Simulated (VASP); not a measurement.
## GaBiO4: relaxation of cell and atoms with PBE

GaBiO4:

```xyz
6
Lattice="3.6495 0.0000 0.0000 0.0000 3.6495 0.0000 0.0000 0.0000 5.1408" Properties=species:S:1:pos:R:3 pbc="T T T"
Ga    0.0000    0.0000    0.0000
Bi    1.8247    1.8247    2.5704
O     1.8247    0.0000    3.8984
O     0.0000    1.8247    1.2425
O     1.8247    0.0000    1.2425
O     0.0000    1.8247    3.8984
```

The cell was generated, and may not be a known phase.

| Item | Value |
| --- | --- |
| Program | VASP 6.6.1 |
| Task | relaxation of cell and atoms |
| Functional | PBE |
| Potentials or basis | VASP PAW PBE potentials, release 64 (Ga_d, Bi_d, O) |
| Cutoff | 600 eV |
| k mesh | 10 × 10 × 8 |
| Occupations | gaussian, width 0.1 eV |
| Spin | no spin polarisation |
| Dipole correction | no |
| Further INCAR settings | ALGO = Normal; EDIFF = 1e-06; IBRION = 2; EDIFFG = -0.01; NSW = 100; ISIF = 3 |

| Quantity | Value |
| --- | --- |
| Pressure after relaxing | 0.1 GPa |
| Largest force after relaxing | 0.009 eV/Å |
| Band gap on the k mesh | zero (bands 26 and 27 overlap by 0.36 eV) |

Forces on the atoms (eV/Å):
```
Ga   0.000  0.000  0.000
Bi   0.000  0.000  0.000
O    0.000  0.000  0.009
O    0.000  0.000 -0.009
O    0.000  0.000 -0.009
O    0.000  0.000  0.009
```

Final structure:
```yaml
crystal:
  lattice:
    - [3.64948, 0.00000, 0.00000]
    - [0.00000, 3.64948, 0.00000]
    - [0.00000, 0.00000, 5.14085]
  atoms:
    - { symbol: Ga, position: [0.00000, 0.00000, 0.00000] }
    - { symbol: Bi, position: [0.50000, 0.50000, 0.50000] }
    - { symbol: O, position: [0.50000, 0.00000, 0.75832] }
    - { symbol: O, position: [0.00000, 0.50000, 0.24168] }
    - { symbol: O, position: [0.50000, 0.00000, 0.24168] }
    - { symbol: O, position: [0.00000, 0.50000, 0.75832] }
```

Levels at points of the mesh, in eV from the Fermi level:
```
           k point  band 22  band 23  band 24  band 25  band 26  band 27  band 28  band 29  band 30  band 31
(0.00, 0.00, 0.00)    -1.38    -1.38    -1.36    -0.27    -0.27    -0.12     2.56     5.54     6.30     6.30
(0.50, 0.00, 0.00)    -2.60    -1.74    -1.65    -0.55    -0.34     1.38     4.38     6.47     7.86     8.36
(0.50, 0.50, 0.00)    -0.41    -0.22    -0.22    -0.17     0.13     0.26     3.63     6.17     6.17     9.39
(0.00, 0.00, 0.50)    -1.31    -0.77    -0.77    -0.73    -0.73     0.45     2.93     4.63     6.04     7.68
(0.50, 0.00, 0.50)    -2.91    -2.14    -2.10    -1.94    -1.92     2.01     4.78     6.97     7.71     8.23
(0.50, 0.50, 0.50)    -2.88    -0.65    -0.20    -0.05    -0.01     1.24     4.57     7.74     7.74     8.97
```

Wall time 2.2 min on 1 thread of AMD EPYC 9R45 96-Core Processor (Zen 5), with other jobs on the host, peak memory 0.34 GiB.

Caveat: the relaxation stopped at its first step, so nothing moved; spin-orbit coupling is left out, which moves the levels of the heavy elements.
